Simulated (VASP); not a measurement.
# Zn12O13 in VASP: single point with PBE

Aim: the single point of Zn12O13 with PBE.

Everything below comes from runs of VASP 6.6.1. Logs are shortened: lines on timing, memory, paths and dates and some standing lists are left out, and cuts for length are marked.

## (1) The cell of the first run

The cell holds a slab with vacuum, 25 atoms: a = 6.499 Å, b = 5.206 Å, c = 18.566 Å, α = 90.00°, β = 90.00°, γ = 90.00°.

## (2) Single point, PBE, collinear spin, zero start

INCAR

```
SYSTEM = Zn12O13
PREC = Accurate
ENCUT = 520
EDIFF = 1E-7
ISMEAR = 0
SIGMA = 0.02
LREAL = Auto
LASPH = .True.
NELM = 150
ALGO = Normal
ISIF = 2
LWAVE = .False.
LCHARG = .False.
ISPIN = 2
MAGMOM = 0 0 0 0 0 0 0 0 0 0 0 0 0 0 0 0 0 0 0 0 0 0 0 0 0
LORBIT = 11
GGA = PE
NBANDS = 133
```

KPOINTS

```
Automatic mesh
0
Gamma
  2 2 1
  0 0 0
```

POSCAR

```
Zn12O13
1.0
    6.4986160000      0.0000000000      0.0000000000
    0.0000000000      5.2057090000      0.0000000000
    0.0000000000      0.0000000000     18.5659610000
Zn O
12 13
Direct
    0.2500000000      0.4999999040      0.0538620112
    0.0000000000      0.0000000000      0.1043843085
    0.0019807294      0.5066706572      0.2093425705
    0.2541259554      0.0040480557      0.2612009688
    0.2547082333      0.4965348620      0.3664046262
    0.0066061758      0.0199703825      0.3994996004
    0.7500000000      0.4999999040      0.0538620112
    0.5000000000      0.0000000000      0.1043843085
    0.5017609903      0.5072922824      0.2086939103
    0.7497313274      0.0101112068      0.2568147159
    0.7706707090      0.5028521571      0.3673092387
    0.5182555793     -0.0505548812      0.4218326215
    0.0000000000      0.3790100445      0.1043843085
    0.2500000000      0.8790099485      0.0538620112
    0.2538254299      0.3874405965      0.2612845088
    0.0047379319      0.8876637169      0.2097740052
    0.0131384898      0.3739071854      0.4137256886
    0.2657904391      0.8805955154      0.3664417910
    0.5000000000      0.3790100445      0.1043843085
    0.7500000000      0.8790099485      0.0538620112
    0.7508958831      0.3921600305      0.2608470954
    0.4993167776      0.8872197812      0.2088320125
    0.5075231403      0.3717935444      0.4182017295
    0.7575534545      0.8884009844      0.3585336628
    0.5863690053      0.5876375341      0.4683967611
```

Potentials or basis: VASP PAW PBE potentials, release 64 (Zn, O).

The run is started by

```console
cat potpaw_PBE.64/Zn/POTCAR potpaw_PBE.64/O/POTCAR > POTCAR
mpirun -np 1 vasp_std > vasp.out
```

OUTCAR:

```text
SYSTEM = Zn12O13
   PREC = Accurate
   ENCUT = 520
   EDIFF = 1E-7
   ISMEAR = 0
   LREAL = Auto
   LASPH = .True.
   NELM = 150
   ISIF = 2
   ISPIN = 2
   LORBIT = 11
   GGA = PE

 ion  position               nearest neighbor table
   1  0.250  0.500  0.054-  14 1.97  13 1.98  19 1.98
   2  0.000  0.000  0.104-  13 1.97  14 1.98  20 1.98  16 2.04
   3  0.002  0.507  0.209-  21 1.98  16 1.98  15 2.00  13 2.06
   4  0.254  0.004  0.261-  22 1.96  16 1.98  15 2.00  18 2.06   6 3.03
   5  0.255  0.497  0.366-  17 1.91  18 2.00  23 2.01  15 2.03   6 3.02
   6  0.007  0.020  0.399-  17 1.86  24 1.91  18 1.93  11 3.00   5 3.02   4 3.03
   7  0.750  0.500  0.054-  20 1.97  19 1.98  13 1.98
   8  0.500  0.000  0.104-  19 1.97  14 1.98  20 1.98  22 2.03
   9  0.502  0.507  0.209-  22 1.98  21 1.98  15 1.98  19 2.05
  10  0.750  0.010  0.257-  22 1.96  16 1.98  21 1.99  24 1.99
  11  0.771  0.503  0.367-  17 1.92  24 2.02  21 2.06  23 2.07  25 2.27   6 3.00  12 3.02
  12  0.518  0.949  0.422-  18 1.97  24 1.97  25 2.12  23 2.20  11 3.02
  13  0.000  0.379  0.104-   2 1.97   1 1.98   7 1.98   3 2.06
  14  0.250  0.879  0.054-   1 1.97   2 1.98   8 1.98
  15  0.254  0.387  0.261-   9 1.98   4 2.00   3 2.00   5 2.03
  16  0.005  0.888  0.210-   4 1.98  10 1.98   3 1.98   2 2.04
  17  0.013  0.374  0.414-   6 1.86   5 1.91  11 1.92
  18  0.266  0.881  0.366-   6 1.93  12 1.97   5 2.00   4 2.06
  19  0.500  0.379  0.104-   8 1.97   7 1.98   1 1.98   9 2.05
  20  0.750  0.879  0.054-   7 1.97   2 1.98   8 1.98
  21  0.751  0.392  0.261-   9 1.98   3 1.98  10 1.99  11 2.06
  22  0.499  0.887  0.209-  10 1.96   4 1.96   9 1.98   8 2.03
  23  0.508  0.372  0.418-  25 1.55   5 2.01  11 2.07  12 2.20
  24  0.758  0.888  0.359-   6 1.91  12 1.97  10 1.99  11 2.02
  25  0.586  0.588  0.468-  23 1.55  12 2.12  11 2.27

  LATTYP: Found a simple orthorhombic cell.
 ALAT       =     5.2057090000
 B/A-ratio  =     1.2483632873
 C/A-ratio  =     3.5664615521

  Lattice vectors:

 A1 = (   0.0000000000,  -5.2057090000,   0.0000000000)
 A2 = (   6.4986160000,   0.0000000000,   0.0000000000)
 A3 = (   0.0000000000,   0.0000000000,  18.5659610000)

Analysis of symmetry for initial positions (statically):
=====================================================================
 Subroutine PRICEL returns:
 Original cell was already a primitive cell.

 Routine SETGRP: Setting up the symmetry group for a
 simple orthorhombic supercell.

 Subroutine GETGRP returns: Found  1 space group operations
 (whereof  1 operations were pure point group operations)
 out of a pool of  8 trial point group operations.

The static configuration has the point symmetry C_1 .

Analysis of symmetry for dynamics (positions and initial velocities):
=====================================================================
 Subroutine PRICEL returns:
 Original cell was already a primitive cell.

 Routine SETGRP: Setting up the symmetry group for a
 simple orthorhombic supercell.

 Subroutine GETGRP returns: Found  1 space group operations
 (whereof  1 operations were pure point group operations)
 out of a pool of  8 trial point group operations.

The dynamic configuration has the point symmetry C_1 .

Analysis of structural, dynamic, and magnetic symmetry:
=====================================================================
 Subroutine PRICEL returns:
 Original cell was already a primitive cell.

 Routine SETGRP: Setting up the symmetry group for a
 simple orthorhombic supercell.

 Subroutine GETGRP returns: Found  1 space group operations
 (whereof  1 operations were pure point group operations)
 out of a pool of  8 trial point group operations.

The overall configuration has the point symmetry C_1 .

 Subroutine INISYM returns: Found  1 space group operations
 (whereof  1 operations are pure point group operations),
 and found     1 'primitive' translations

----------------------------------------------------------------------------------------

                                     Primitive cell

  volume of cell :     628.0847

  direct lattice vectors                    reciprocal lattice vectors
     6.498616000  0.000000000  0.000000000     0.153878918  0.000000000  0.000000000
     0.000000000  5.205709000  0.000000000     0.000000000  0.192096792  0.000000000
     0.000000000  0.000000000 18.565961000     0.000000000  0.000000000  0.053862011

  length of vectors
     6.498616000  5.205709000 18.565961000     0.153878918  0.192096792  0.053862011

  position of ions in fractional coordinates (direct lattice)
     0.250000000  0.499999904  0.053862011
     0.000000000  0.000000000  0.104384309
     0.001980729  0.506670657  0.209342570
     0.254125955  0.004048056  0.261200969
[... 70 lines left out ...]

 Subroutine IBZKPT returns following result:
 ===========================================

 Found      4 irreducible k-points:

 Following reciprocal coordinates:
            Coordinates               Weight
  0.000000  0.000000  0.000000      1.000000
  0.500000  0.000000  0.000000      1.000000
  0.000000  0.500000  0.000000      1.000000
  0.500000  0.500000  0.000000      1.000000
   k-points           NKPTS =      4   k-points in BZ     NKDIM =      4   number of bands    NBANDS=    133
   number of dos      NEDOS =    301   number of ions     NIONS =     25
   total plane-waves  NPLWV = 268800
   dimension x,y,z NGX =    48 NGY =   40 NGZ =  140
   dimension x,y,z NGXF=    96 NGYF=   80 NGZF=  280
   ions per type =              12  13
   NGX,Y,Z   is equivalent  to a cutoff of  12.28, 12.77, 12.54 a.u.
   NGXF,Y,Z  is equivalent  to a cutoff of  24.56, 25.55, 25.07 a.u.
 SYSTEM =  Zn12O13
   PREC   = accura    normal or accurate (medium, high low for compatibility)
   ISTART =      0    job   : 0-new  1-cont  2-samecut
   ICHARG =      2    charge: 1-file 2-atom 10-const
   ISPIN  =      2    spin polarized calculation?
   LNONCOLLINEAR =      F non collinear calculations
   LSORBIT =      F    spin-orbit coupling
   LASPH  =      T    aspherical Exc in radial PAW
   ENCUT  =  520.0 eV  38.22 Ry    6.18 a.u.  12.08  9.68 34.52*2*pi/ulx,y,z
   NELM   =    150;   NELMIN=  2; NELMDL= -5     # of ELM steps
   EDIFF  = 0.1E-06   stopping-criterion for ELM
   LREAL  =      T    real-space projection
   EDIFFG = 0.1E-05   stopping-criterion for IOM
   NSW    =      0    number of steps for IOM
   IBRION =     -1    ionic relax: 0-MD 1-quasi-New 2-CG
   NFREE  =      0    steps in history (QN), initial steepest desc. (CG)
   ISIF   =      2    stress and relaxation
   ISYM   =      2    0-nonsym 1-usesym 2-fastsym
   POTIM  = 0.5000    time-step for ionic-motion
   TEBEG  =    0.0;   TEEND  =   0.0 temperature during run
   PSTRESS=    0.0 pullay stress
   NELECT =     222.0000    total number of electrons
   NUPDOWN=      -1.0000    fix difference up-down
   EMIN   =  10.00;   EMAX   =-10.00  energy-range for DOS
   EFERMI =   0.00;   METHOD = LEGACY
   ISMEAR =     0;   SIGMA  =   0.02  broadening in eV -4-tet -1-fermi 0-gaus
   EFERMI_NEDOS =   21; number of points for ismear=-14 and -15
   IALGO  =     38    algorithm
   IMIX   =      4    mixing-type and parameters
     AMIX     =   0.40;   BMIX     =  1.00
     AMIX_MAG =   1.60;   BMIX_MAG =  1.00
  volume/ion in A,a.u.               =      25.12       169.54
  Fermi-wavevector in a.u.,A,eV,Ry     =   1.157497  2.187352 18.229066  1.339799
  Thomas-Fermi vector in A             =   2.294108
   LORBIT       =     11    0 simple, 1 ext, 2 COOP (PROOUT), +10 PAW based schemes
   GGA     = PE    functional components
   LHFCALC =     F    Hartree Fock is set to
   AEXX    =    0.0000 exact exchange contribution
   IVDW    =     0    specifies the selected vdW correction
   LEPSILON=     F    determine dielectric tensor
   LRPA    =     F    only Hartree local field effects (RPA)
 spin polarized calculation
 Gauss-broadening in eV      SIGMA  =   0.02
  energy-cutoff  :      520.00
  volume of cell :      628.08
 maximum number of plane-waves:     16972
   NGX = 25   NGY = 19   NGZ = 69

 number of electron     222.0000044 magnetization       0.0000000

 number of electron     222.0000044 magnetization      -0.0000000

 Free energy of the ion-electron system (eV)
  ---------------------------------------------------
  ext. energy  EPLUGINS =         0.00000000
  ---------------------------------------------------
  free energy    TOTEN  =      -106.40307524 eV

  energy without entropy =     -106.40307524  energy(sigma->0) =     -106.40307524

 E-fermi :  -1.9013     XC(G=0):  -5.8626

 val. band max:       -2.0717703707   @ k =   0.5000   0.0000   0.0000
 cond. band min:      -1.5999880470   @ k =   0.0000   0.0000   0.0000
 fundamental gap:      0.4717823237
 Fermi energy:        -1.9013376712

 spin component 1

 k-point     1 :       0.0000    0.0000    0.0000
  band No.  band energies     occupation
      1     -22.4626      1.00000
      2     -20.4674      1.00000
      3     -20.3082      1.00000
      4     -20.0887      1.00000
      5     -20.0724      1.00000
      6     -20.0063      1.00000
[... 493 lines left out ...]
    122       3.3067      0.00000
    123       3.4336      0.00000
 Fermi energy:        -1.9013376712

 spin component 2

 k-point     1 :       0.0000    0.0000    0.0000
  band No.  band energies     occupation
      1     -22.4626      1.00000
      2     -20.4674      1.00000
      3     -20.3082      1.00000
      4     -20.0887      1.00000
      5     -20.0724      1.00000
      6     -20.0063      1.00000
[... 493 lines left out ...]
    122       3.3067      0.00000
    123       3.4336      0.00000
 [bands above 123 left out]

------------------------ aborting loop because EDIFF is reached ----------------------------------------

  FORCE on cell =-STRESS in cart. coord.  units (eV):
  Direction    XX          YY          ZZ          XY          YZ          ZX
  --------------------------------------------------------------------------------------
  -------------------------------------------------------------------------------------
  Total        7.7087762     -1.2305183     -1.9848836      0.2818439     -1.1729504     -1.4703066
  in kB       19.6642699     -3.1389215     -5.0632275      0.7189539     -2.9920719     -3.7505960
  external PRESSURE =       3.8207070 kB  Pullay stress =       0.0000000 kB

 VOLUME and BASIS-vectors are now :
 -----------------------------------------------------------------------------
  energy-cutoff  :      520.00
  volume of cell :      628.08
      direct lattice vectors                 reciprocal lattice vectors
     6.498616000  0.000000000  0.000000000     0.153878918  0.000000000  0.000000000
     0.000000000  5.205709000  0.000000000     0.000000000  0.192096792  0.000000000
     0.000000000  0.000000000 18.565961000     0.000000000  0.000000000  0.053862011

 POSITION                                       TOTAL-FORCE (eV/Angst)
 -----------------------------------------------------------------------------------
      1.62465      2.60285      1.00000        -0.001883      1.218499      0.977110
      0.00000      0.00000      1.93800         0.046427     -0.783299     -0.513648
      0.01287      2.63758      3.88665         0.025656      0.001762     -0.047540
      1.65147      0.02107      4.84945         0.028079     -0.011913     -0.000818
      1.65525      2.58482      6.80265         0.027231     -0.018766     -0.037668
      0.04293      0.10396      7.41709         0.084161     -0.005297     -0.062856
[... 17 lines left out ...]
      4.92305      4.62476      6.65652         0.054661     -0.018271      0.010762
      3.81059      3.05907      8.69624        -0.432242      0.160390      0.132656
 -----------------------------------------------------------------------------------
    total drift:                                0.003624     -0.009830      0.006511

  FREE ENERGIE OF THE ION-ELECTRON SYSTEM (eV)
  ---------------------------------------------------
  free  energy   TOTEN  =      -106.4030752376 eV

  energy  without entropy=     -106.4030752376  energy(sigma->0) =     -106.40307524

 total charge

# of ion       s       p       d       tot
------------------------------------------
    1        0.472   0.385   9.857  10.713
    2        0.455   0.471   9.894  10.820
    3        0.445   0.452   9.889  10.786
    4        0.451   0.465   9.893  10.810
    5        0.457   0.475   9.896  10.828
    6        0.507   0.481   9.885  10.874
[... 17 lines left out ...]
   24        1.554   3.455   0.000   5.010
   25        1.594   3.232   0.000   4.826
--------------------------------------------------
tot         25.736  49.673 118.627 194.035

 magnetization (x)

# of ion       s       p       d       tot
------------------------------------------
    1        0.000  -0.000   0.000  -0.000
    2       -0.000   0.000   0.000   0.000
    3       -0.000  -0.000   0.000  -0.000
    4       -0.000  -0.000   0.000   0.000
    5       -0.000   0.000  -0.000   0.000
    6       -0.000  -0.000  -0.000  -0.000
[... 17 lines left out ...]
   24        0.000   0.000   0.000   0.000
   25       -0.000  -0.000   0.000  -0.000
--------------------------------------------------
tot         -0.000   0.000  -0.000   0.000
```

Run time: 30 min. Hardware: 1 thread of Intel Xeon Platinum 8259CL at 2.50GHz (Skylake/Cascade Lake), shared host; peak memory 1 GiB.

Results:

```
Free energy                                           : -106.4031 eV
Largest force                                         : 1.562 eV/Å
Band gap on the k mesh                                : 0.47 eV (least direct gap 0.52 eV)
Net moment                                            : 0.00 μB per cell
Valence electrons inside the program's atomic spheres : Zn 10.71, 10.82, 10.79, 10.81, 10.83, 10.87, 10.80, 10.84, 10.68 (each value once); O 4.99, 4.94, 5.00, 4.89, 5.01, 4.83 (each value once)
```

Forces on the atoms (eV/Å):
```
Zn  -0.002  1.218  0.977
Zn   0.046 -0.783 -0.514
Zn   0.026  0.002 -0.048
Zn   0.028 -0.012 -0.001
Zn   0.027 -0.019 -0.038
Zn   0.084 -0.005 -0.063
Zn   0.002  1.203  0.988
Zn  -0.043 -0.761 -0.593
Zn   0.014 -0.008 -0.042
Zn   0.022  0.000  0.006
Zn   0.017  0.003 -0.057
Zn   0.021 -0.162  0.161
O    0.008  0.162 -0.404
O    0.001 -0.597  0.035
O    0.010  0.003  0.007
O    0.019  0.020 -0.027
O   -0.026  0.159  0.168
O    0.054 -0.009 -0.086
O    0.015  0.154 -0.471
O    0.017 -0.580  0.078
O    0.019  0.009  0.006
O    0.038  0.005 -0.035
O   -0.021 -0.144 -0.193
O    0.055 -0.018  0.011
O   -0.432  0.160  0.133
```

Levels at points of the mesh, in eV from the valence-band top:
Spin up:
| k point | band 108 | band 109 | band 110 | band 111 | band 112 | band 113 | band 114 | band 115 |
| --- | --- | --- | --- | --- | --- | --- | --- | --- |
| (0.00, 0.00, 0.00) | -0.63 | -0.51 | -0.21 | -0.05 | 0.47 | 1.66 | 2.90 | 3.24 |
| (0.50, 0.00, 0.00) | -0.71 | -0.67 | -0.57 | 0.00 | 1.91 | 1.93 | 2.44 | 2.84 |
| (0.00, 0.50, 0.00) | -0.69 | -0.60 | -0.41 | -0.13 | 1.91 | 2.09 | 3.45 | 3.63 |
| (0.50, 0.50, 0.00) | -0.78 | -0.74 | -0.61 | -0.09 | 2.09 | 2.71 | 2.72 | 3.67 |
Spin down:
```csv
k point,band 107,band 108,band 109,band 110,band 111,band 112,band 113,band 114,band 115,band 116
"(0.00, 0.00, 0.00)",-0.79,-0.63,-0.51,-0.21,-0.05,0.47,1.66,2.90,3.24,3.30
"(0.50, 0.00, 0.00)",-0.84,-0.71,-0.67,-0.57,0.00,1.91,1.93,2.44,2.84,3.17
"(0.00, 0.50, 0.00)",-0.87,-0.69,-0.60,-0.41,-0.13,1.91,2.09,3.45,3.63,3.69
"(0.50, 0.50, 0.00)",-1.05,-0.78,-0.74,-0.61,-0.09,2.09,2.71,2.72,3.67,4.25
```

Caveat: the k points lie up to 0.60 Å⁻¹ apart.
